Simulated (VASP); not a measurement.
# MgO (P6_3/mmc) in VASP: a series of runs

MgO is run at these levels: PBE, r2SCAN; tasks: single point.

Program: VASP 6.6.1. These are calculated values, not measurements. Logs are shortened: lines on timing, memory, paths and dates and some standing lists are left out, and cuts for length are marked.

## 1. The cell of the first run

The structure is hexagonal, space group P6_3/mmc (No. 194). The conventional cell has a = 3.484 Å, b = 3.484 Å, c = 4.185 Å, α = 90.00°, β = 90.00°, γ = 120.00°. Mg (site symmetry -6m2) has 5 O at 2.01 to 2.09 Å within 2.7 Å. Within 2.7 Å of O (site symmetry -6m2) lie 5 Mg at 2.01 to 2.09 Å.

## 2. Single point, PBE

Input file INCAR:

```
ALGO = Normal ; EDIFF = 1E-6
ENCUT = 520 ; GGA = PE
ISIF = 2 ; ISMEAR = 0
LASPH = True ; LCHARG = False
LREAL = False ; LWAVE = False
NBANDS = 16 ; NELM = 60
PREC = Accurate ; SIGMA = 0.01
```

Input file KPOINTS:

```
k-points
0
Gamma
  12 12 6
```

Input file POSCAR:

```
MgO
1.0
    3.4840796602      0.0000000000      0.0000000000
   -1.7420398301      3.0173014945      0.0000000000
    0.0000000000      0.0000000000      4.1853171886
Mg O
2 2
Direct
    0.6666666667      0.3333333333      0.7500000000
    0.3333333333      0.6666666667      0.2500000000
    0.6666666667      0.3333333333      0.2500000000
    0.3333333333      0.6666666667      0.7500000000
```

Potentials or basis: VASP PAW PBE potentials, release 64 (Mg, O).

The run is started by

```bash
> cat potpaw_PBE.64/Mg/POTCAR potpaw_PBE.64/O/POTCAR > POTCAR
> mpirun -np 1 vasp_std > vasp.out
```

OUTCAR:

```text
EDIFF = 1E-6
   ENCUT = 520
   GGA = PE
   ISIF = 2
   ISMEAR = 0
   LASPH = True
   LREAL = False
   NELM = 60
   PREC = Accurate

 ion  position               nearest neighbor table
   1  0.667  0.333  0.750-   4 2.01   4 2.01   4 2.01   3 2.09   3 2.09   2 2.90   2 2.90   2 2.90
                             2 2.90   2 2.90   2 2.90
   2  0.333  0.667  0.250-   3 2.01   3 2.01   3 2.01   4 2.09   4 2.09   1 2.90   1 2.90   1 2.90
                             1 2.90   1 2.90   1 2.90
   3  0.667  0.333  0.250-   2 2.01   2 2.01   2 2.01   1 2.09   1 2.09
   4  0.333  0.667  0.750-   1 2.01   1 2.01   1 2.01   2 2.09   2 2.09

  LATTYP: Found a hexagonal cell.
 ALAT       =     3.4840796602
 C/A-ratio  =     1.2012690859

  Lattice vectors:

 A1 = (   3.4840796602,   0.0000000000,   0.0000000000)
 A2 = (  -1.7420398301,   3.0173014945,   0.0000000000)
 A3 = (   0.0000000000,   0.0000000000,   4.1853171886)

Analysis of symmetry for initial positions (statically):
=====================================================================
 Subroutine PRICEL returns:
 Original cell was already a primitive cell.

 Routine SETGRP: Setting up the symmetry group for a
 hexagonal supercell.

 Subroutine GETGRP returns: Found 24 space group operations
 (whereof 12 operations were pure point group operations)
 out of a pool of 24 trial point group operations.

The static configuration has the point symmetry D_3d.
 The point group associated with its full space group is D_6h.

Analysis of symmetry for dynamics (positions and initial velocities):
=====================================================================
 Subroutine PRICEL returns:
 Original cell was already a primitive cell.

 Routine SETGRP: Setting up the symmetry group for a
 hexagonal supercell.

 Subroutine GETGRP returns: Found 24 space group operations
 (whereof 12 operations were pure point group operations)
 out of a pool of 24 trial point group operations.

The dynamic configuration has the point symmetry D_3d.
 The point group associated with its full space group is D_6h.

 Subroutine INISYM returns: Found 24 space group operations
 (whereof 12 operations are pure point group operations),
 and found     1 'primitive' translations

[... 90 lines left out ...]
   ISTART =      0    job   : 0-new  1-cont  2-samecut
   ICHARG =      2    charge: 1-file 2-atom 10-const
   ISPIN  =      1    spin polarized calculation?
   LNONCOLLINEAR =      F non collinear calculations
   LSORBIT =      F    spin-orbit coupling
   LASPH  =      T    aspherical Exc in radial PAW
   ENCUT  =  520.0 eV  38.22 Ry    6.18 a.u.   6.48  6.48  7.78*2*pi/ulx,y,z
   NELM   =     60;   NELMIN=  2; NELMDL= -5     # of ELM steps
   EDIFF  = 0.1E-05   stopping-criterion for ELM
   LREAL  =      F    real-space projection
   EDIFFG = 0.1E-04   stopping-criterion for IOM
   NSW    =      0    number of steps for IOM
   IBRION =     -1    ionic relax: 0-MD 1-quasi-New 2-CG
   NFREE  =      0    steps in history (QN), initial steepest desc. (CG)
   ISIF   =      2    stress and relaxation
   ISYM   =      2    0-nonsym 1-usesym 2-fastsym
   POTIM  = 0.5000    time-step for ionic-motion
   TEBEG  =    0.0;   TEEND  =   0.0 temperature during run
   PSTRESS=    0.0 pullay stress
   NELECT =      16.0000    total number of electrons
   NUPDOWN=      -1.0000    fix difference up-down
   EMIN   =  10.00;   EMAX   =-10.00  energy-range for DOS
   EFERMI =   0.00;   METHOD = LEGACY
   ISMEAR =     0;   SIGMA  =   0.01  broadening in eV -4-tet -1-fermi 0-gaus
   EFERMI_NEDOS =   21; number of points for ismear=-14 and -15
   IALGO  =     38    algorithm
   IMIX   =      4    mixing-type and parameters
     AMIX     =   0.40;   BMIX     =  1.00
     AMIX_MAG =   1.60;   BMIX_MAG =  1.00
  volume/ion in A,a.u.               =      11.00        74.23
  Fermi-wavevector in a.u.,A,eV,Ry     =   1.168521  2.208184 18.577950  1.365441
  Thomas-Fermi vector in A             =   2.305006
   LORBIT       =      0    0 simple, 1 ext, 2 COOP (PROOUT), +10 PAW based schemes
   GGA     = PE    functional components
   LHFCALC =     F    Hartree Fock is set to
   AEXX    =    0.0000 exact exchange contribution
   IVDW    =     0    specifies the selected vdW correction
   LEPSILON=     F    determine dielectric tensor
   LRPA    =     F    only Hartree local field effects (RPA)
 non-spin polarized calculation
 Gauss-broadening in eV      SIGMA  =   0.01
  energy-cutoff  :      520.00
  volume of cell :       44.00
 maximum number of plane-waves:      1204
 NGX is ok and might be reduce to    28
   NGX = 13   NGY = 13   NGZ = 15

 number of electron      15.9999998 magnetization

 Free energy of the ion-electron system (eV)
  ---------------------------------------------------
  ext. energy  EPLUGINS =         0.00000000
  ---------------------------------------------------
  free energy    TOTEN  =       -23.65799447 eV

  energy without entropy =      -23.65799447  energy(sigma->0) =      -23.65799447

 E-fermi :   2.1304     XC(G=0): -10.0730

 val. band max:        2.0082408261   @ k =   0.0000   0.0000   0.0000
 cond. band min:       5.4422342696   @ k =   0.0000   0.0000   0.0000
 fundamental gap:      3.4339934435
 Fermi energy:         2.1304269675

 k-point     1 :       0.0000    0.0000    0.0000
  band No.  band energies     occupation
      1     -14.9313      2.00000
      2     -13.5361      2.00000
      3      -1.6408      2.00000
      4       0.2723      2.00000
      5       0.2723      2.00000
      6       1.1982      2.00000
[... 433 lines left out ...]
      3      -1.4877      2.00000
      4      -0.6557      2.00000
      5      -0.1206      2.00000
      6       0.0752      2.00000
[... 8 lines left out ...]
     15      16.2446      0.00000
     16      16.4875      0.00000

 [... further k-points ...]
[... 5 lines left out ...]
  --------------------------------------------------------------------------------------
  -------------------------------------------------------------------------------------
  Total        1.0493025      1.0493025      1.1792380      0.0000000     -0.0000000      0.0000000
  in kB       38.2099190     38.2099190     42.9414688      0.0000000     -0.0000000      0.0000000
  external PRESSURE =      39.7871023 kB  Pullay stress =       0.0000000 kB

 VOLUME and BASIS-vectors are now :
 -----------------------------------------------------------------------------
  energy-cutoff  :      520.00
  volume of cell :       44.00
      direct lattice vectors                 reciprocal lattice vectors
     3.484079660  0.000000000  0.000000000     0.287019844  0.165710984  0.000000000
    -1.742039830  3.017301494  0.000000000     0.000000000  0.331421968  0.000000000
     0.000000000  0.000000000  4.185317189     0.000000000  0.000000000  0.238930517

 POSITION                                       TOTAL-FORCE (eV/Angst)
 -----------------------------------------------------------------------------------
      1.74204      1.00577      3.13899         0.000000     -0.000000      0.000000
     -0.00000      2.01153      1.04633        -0.000000      0.000000      0.000000
      1.74204      1.00577      1.04633         0.000000     -0.000000      0.000000
     -0.00000      2.01153      3.13899        -0.000000      0.000000      0.000000
 -----------------------------------------------------------------------------------
    total drift:                               -0.000000      0.000000     -0.000000

  FREE ENERGIE OF THE ION-ELECTRON SYSTEM (eV)
  ---------------------------------------------------
  free  energy   TOTEN  =       -23.6579944705 eV

  energy  without entropy=      -23.6579944705  energy(sigma->0) =      -23.65799447
```

stdout:

```text
POSCAR found type information on POSCAR MgO
 POSCAR found :  2 types and       4 ions
 scaLAPACK will be used
 LDA part: xc-table for (Slater+PW92), standard interpolation
 POSCAR, INCAR and KPOINTS ok, starting setup
 FFT: planning ... GRIDC
 FFT: planning ... GRID_SOFT
 FFT: planning ... GRID
 WAVECAR not read
 entering main loop
```

Run time: 76 s. Hardware: 1 thread of Intel Xeon 8259CL, shared host; peak memory 0.19 GiB.

Results:

| Quantity | Value |
| --- | --- |
| Free energy | -23.6580 eV |
| Pressure | 4.0 GPa |
| Band gap on the k mesh | 3.43 eV |

Caveat: the cell stands under pressure. A k mesh can miss the band edges.

## 3. Single point, r2SCAN

POSCAR is that of step 2.

Input file INCAR.step1:

```
  PREC = Accurate
  ENCUT = 520
  ISMEAR = 0
  SIGMA = 0.01
  LREAL = False
  LASPH = True
  NELM = 60
  NBANDS = 16
  GGA = PE
  ALGO = Normal
  EDIFF = 1E-4
  LWAVE = True
  LCHARG = False
```

Input file INCAR.step2:

```
  PREC = Accurate
  ENCUT = 520
  EDIFF = 1E-6
  ISMEAR = 0
  SIGMA = 0.01
  LREAL = False
  LASPH = True
  NELM = 60
  ALGO = Normal
  ISIF = 2
  LWAVE = False
  LCHARG = True
  METAGGA = R2SCAN
  LMIXTAU = True
  LELF = True
  LVHAR = True
  NBANDS = 16
  ISTART = 1
```

Input file KPOINTS:

```
Automatic mesh
0
Gamma
  9 9 6
```

Potentials or basis: VASP PAW PBE potentials, release 64 (Mg, O).

The run is started by

```bash
> cat potpaw_PBE.64/Mg/POTCAR potpaw_PBE.64/O/POTCAR > POTCAR
> cp INCAR.step1 INCAR
> mpirun -np 1 vasp_std > vasp.out
> cp INCAR.step2 INCAR
> mpirun -np 1 vasp_std > vasp.out
```

Wall time 3.2 min (1 thread of Intel Xeon 8259CL, shared host); peak memory 0.19 GiB.

The run converged. Its results:

| Quantity | Value |
| --- | --- |
| Free energy | -32.0698 eV |
| Pressure | -0.8 GPa |
| Band gap on the k mesh | 4.08 eV |

Stress tensor (GPa, compression positive):
```
-0.67  0.00  0.00
 0.00 -0.67  0.00
 0.00  0.00 -0.96
```

Levels at points of the mesh, in eV from the valence-band top:
| k point | band 5 | band 6 | band 7 | band 8 | band 9 | band 10 | band 11 | band 12 |
| --- | --- | --- | --- | --- | --- | --- | --- | --- |
| (0.00, 0.00, 0.00) | -1.77 | -0.84 | -0.84 | 0.00 | 4.08 | 10.38 | 13.16 | 13.47 |
| (0.00, 0.00, 0.50) | -1.32 | -1.32 | -1.32 | -1.32 | 7.14 | 7.14 | 13.85 | 13.85 |

Caveat: the PAW data sets were made with another functional, which shifts forces and pressure a little.

## 4. Single point, r2SCAN (11.33 Å³/atom)

This run uses another cell than the first one, of 11.33 Å³/atom.

Input file POSCAR:

```
MgO
1.0
    3.5185777420      0.0000000000      0.0000000000
   -1.7592888710      3.0471777097      0.0000000000
    0.0000000000      0.0000000000      4.2267586678
Mg O
2 2
Direct
    0.6666666667      0.3333333333      0.7500000000
    0.3333333333      0.6666666667      0.2500000000
    0.6666666667      0.3333333333      0.2500000000
    0.3333333333      0.6666666667      0.7500000000
```

Input file INCAR.step1:

```
SYSTEM = MgO
ALGO     = Normal         ! electronic algorithm
EDIFF    = 1E-4           ! SCF threshold, eV
ENCUT    = 520            ! plane-wave cutoff, eV
GGA      = PE             ! functional
ISMEAR   = 0              ! smearing method
LASPH    = .TRUE.         ! aspherical terms in the spheres
LCHARG   = .FALSE.        ! write CHGCAR
LREAL    = .FALSE.        ! projectors in reciprocal space
LWAVE    = .TRUE.         ! write WAVECAR
NBANDS   = 16             ! bands
NELM     = 80             ! most SCF steps
PREC     = Accurate       ! precision mode
SIGMA    = 0.01           ! smearing width, eV
```

Input file INCAR.step2:

```
SYSTEM = MgO
ALGO     = Normal         ! electronic algorithm
EDIFF    = 1E-6           ! SCF threshold, eV
ENCUT    = 520            ! plane-wave cutoff, eV
ISIF     = 2              ! what is computed and relaxed
ISMEAR   = 0              ! smearing method
ISTART   = 1            
LASPH    = .TRUE.         ! aspherical terms in the spheres
LCHARG   = .FALSE.        ! write CHGCAR
LMIXTAU  = .TRUE.       
LREAL    = .FALSE.        ! projectors in reciprocal space
LWAVE    = .FALSE.        ! write WAVECAR
METAGGA  = R2SCAN         ! meta-GGA
NBANDS   = 16             ! bands
NELM     = 80             ! most SCF steps
PREC     = Accurate       ! precision mode
SIGMA    = 0.01           ! smearing width, eV
```

Input file KPOINTS:

```
k-points
0
G
  9 9 6
  0 0 0
```

The run is started by

```bash
> cat potpaw_PBE.64/Mg/POTCAR potpaw_PBE.64/O/POTCAR > POTCAR
> cp INCAR.step1 INCAR
> mpirun -np 1 vasp_std > vasp.out
> cp INCAR.step2 INCAR
> mpirun -np 1 vasp_std > vasp.out
```

It took 3 min on 1 thread of Intel Xeon 8259CL, shared host; peak memory 0.19 GiB.

The run converged. Its results:

```
Free energy            : -32.0487 eV
Pressure               : -4.6 GPa
Band gap on the k mesh : 3.92 eV
```

Stress tensor (GPa, compression positive):
```
-4.43  0.00  0.00
 0.00 -4.43  0.00
 0.00  0.00 -4.95
```

Levels at points of the mesh, in eV from the valence-band top:
```tsv
k point	band 5	band 6	band 7	band 8	band 9	band 10	band 11	band 12
(0.00, 0.00, 0.00)	-1.71	-0.80	-0.80	0.00	3.92	10.13	12.91	13.26
(0.00, 0.00, 0.50)	-1.27	-1.27	-1.27	-1.27	6.96	6.96	13.64	13.64
```

Caveat: the cell stands under tension; the PAW data sets were made with another functional, which shifts forces and pressure a little.

## 5. Single point, r2SCAN (11.66 Å³/atom)

This run uses another cell than the first one, of 11.66 Å³/atom.

Input file POSCAR:

```
MgO
1.0
    3.5524122959      0.0000000000      0.0000000000
   -1.7762061480      3.0764792929      0.0000000000
    0.0000000000      0.0000000000      4.2674030714
Mg O
2 2
Direct
    0.6666666667      0.3333333333      0.7500000000
    0.3333333333      0.6666666667      0.2500000000
    0.6666666667      0.3333333333      0.2500000000
    0.3333333333      0.6666666667      0.7500000000
```

Input file INCAR.step1:

```
PREC = Accurate
ENCUT = 520
ISMEAR = 0
SIGMA = 0.01
LREAL = F
LASPH = T
NELM = 100
NBANDS = 16
GGA = PE
ALGO = Normal
EDIFF = 1E-4
LWAVE = T
LCHARG = F
```

Input file INCAR.step2:

```
PREC = Accurate
ENCUT = 520
EDIFF = 1E-7
ISMEAR = 0
SIGMA = 0.01
LREAL = F
LASPH = T
NELM = 100
ALGO = Normal
ISIF = 2
LWAVE = F
LCHARG = F
METAGGA = R2SCAN
LMIXTAU = T
NBANDS = 16
ISTART = 1
```

Input file KPOINTS:

```
Automatic mesh
0
Gamma
  9 9 6
```

The run is started by

```bash
> cat potpaw_PBE.64/Mg/POTCAR potpaw_PBE.64/O/POTCAR > POTCAR
> cp INCAR.step1 INCAR
> mpirun -np 1 vasp_std > vasp.out
> cp INCAR.step2 INCAR
> mpirun -np 1 vasp_std > vasp.out
```

It took 3.2 min on 1 thread of Intel Xeon 8259CL, shared host; peak memory 0.19 GiB.

It converged, with:

- Free energy: -31.9982 eV
- Pressure: -7.9 GPa
- Band gap on the k mesh: 3.77 eV

Stress tensor (GPa, compression positive):
```
-7.68  0.00  0.00
 0.00 -7.68  0.00
 0.00  0.00 -8.38
```

Levels at points of the mesh, in eV from the valence-band top:
```
           k point  band 5  band 6  band 7  band 8  band 9  band 10  band 11  band 12
(0.00, 0.00, 0.00)   -1.66   -0.76   -0.76    0.00    3.77     9.89    12.67    13.05
(0.00, 0.00, 0.50)   -1.23   -1.23   -1.23   -1.23    6.80     6.80    13.44    13.44
```

Caveat: the cell stands under tension; the PAW data sets were made with another functional, which shifts forces and pressure a little.

## 6. Single point, r2SCAN

Input file POSCAR:

```
MgO
1.0
    3.4840796602      0.0000000000      0.0000000000
   -1.7420398301      3.0173014945      0.0000000000
    0.0000000000      0.0000000000      4.1853171886
Mg O
2 2
Direct
    0.6666666667      0.3333333333      0.7500000000
    0.3333333333      0.6666666667      0.2500000000
    0.6666666667      0.3333333333      0.2500000000
    0.3333333333      0.6666666667      0.7500000000
```

Input file INCAR.step1:

```
  PREC = Accurate
  ENCUT = 520
  ISMEAR = 0
  SIGMA = 0.01
  LREAL = F
  LASPH = T
  NELM = 80
  NBANDS = 16
  GGA = PE
  ALGO = Normal
  EDIFF = 1E-4
  LWAVE = T
  LCHARG = F
```

Input file INCAR.step2:

```
  PREC = Accurate
  ENCUT = 520
  EDIFF = 1E-6
  ISMEAR = 0
  SIGMA = 0.01
  LREAL = F
  LASPH = T
  NELM = 80
  ALGO = Normal
  ISIF = 2
  LWAVE = F
  LCHARG = F
  METAGGA = R2SCAN
  LMIXTAU = T
  NBANDS = 16
  ISTART = 1
```

Input file KPOINTS:

```
Automatic mesh
0
Gamma
  12 12 6
```

Potentials or basis: VASP PAW PBE potentials, release 64 (Mg, O).

The run is started by

```bash
> cat potpaw_PBE.64/Mg/POTCAR potpaw_PBE.64/O/POTCAR > POTCAR
> cp INCAR.step1 INCAR
> mpirun -np 1 vasp_std > vasp.out
> cp INCAR.step2 INCAR
> mpirun -np 1 vasp_std > vasp.out
```

Wall time 4.4 min (1 thread of Intel Xeon 8259CL, shared host); peak memory 0.2 GiB.

The run converged. Its results:

- Free energy: -32.0699 eV
- Pressure: -0.8 GPa
- Band gap on the k mesh: 4.08 eV

Stress tensor (GPa, compression positive):
```
-0.67  0.00  0.00
 0.00 -0.67  0.00
 0.00  0.00 -0.96
```

Levels at points of the mesh, in eV from the valence-band top:
```tsv
k point	band 6	band 7	band 8	band 9	band 10	band 11
(0.00, 0.00, 0.00)	-0.84	-0.84	0.00	4.08	10.38	13.16
(0.50, 0.00, 0.00)	-1.97	-1.31	-0.54	7.66	10.01	10.62
(0.00, 0.00, 0.50)	-1.32	-1.32	-1.32	7.14	7.14	13.85
(0.50, 0.00, 0.50)	-1.56	-0.83	-0.83	8.03	8.03	13.02
```

Caveat: the PAW data sets were made with another functional, which shifts forces and pressure a little. A k mesh can miss the band edges.

## 7. Summary

| level | cell | k mesh | gap on the mesh (eV) | pressure (GPa) |
| --- | --- | --- | --- | --- |
| PBE | a = 3.484, b = 3.484, c = 4.185 Å, angles 90.0, 90.0, 120.0°, 4 atoms | 12 × 12 × 6 | 3.43 | 4.0 |
| r2SCAN | a = 3.484, b = 3.484, c = 4.185 Å, angles 90.0, 90.0, 120.0°, 4 atoms | 9 × 9 × 6 | 4.08 | -0.8 |
| r2SCAN | a = 3.519, b = 3.519, c = 4.227 Å, angles 90.0, 90.0, 120.0°, 4 atoms | 9 × 9 × 6 | 3.92 | -4.6 |
| r2SCAN | a = 3.552, b = 3.552, c = 4.267 Å, angles 90.0, 90.0, 120.0°, 4 atoms | 9 × 9 × 6 | 3.77 | -7.9 |
| r2SCAN | a = 3.484, b = 3.484, c = 4.185 Å, angles 90.0, 90.0, 120.0°, 4 atoms | 12 × 12 × 6 | 4.08 | -0.8 |

Alike in all rows: task single point; potentials or basis VASP PAW PBE potentials, release 64 (Mg, O); no spin polarisation; cutoff (eV) 520; smearing gaussian 0.01 eV.

On the cell as given the gap runs from 3.43 eV (PBE) to 4.08 eV (r2SCAN); the meshes differ, which moves gaps too. The pressure there spans -0.8 GPa (r2SCAN) to 4.0 GPa (PBE); a positive pressure means that this level wants a larger cell, a negative one a smaller.

Caveats: the PAW data sets were made with another functional, which shifts forces and pressure a little (at least some runs); the cell stands under tension (at least some runs); the cell stands under pressure (at least some runs).

Absolute energies hang on the potentials; compare differences alone.
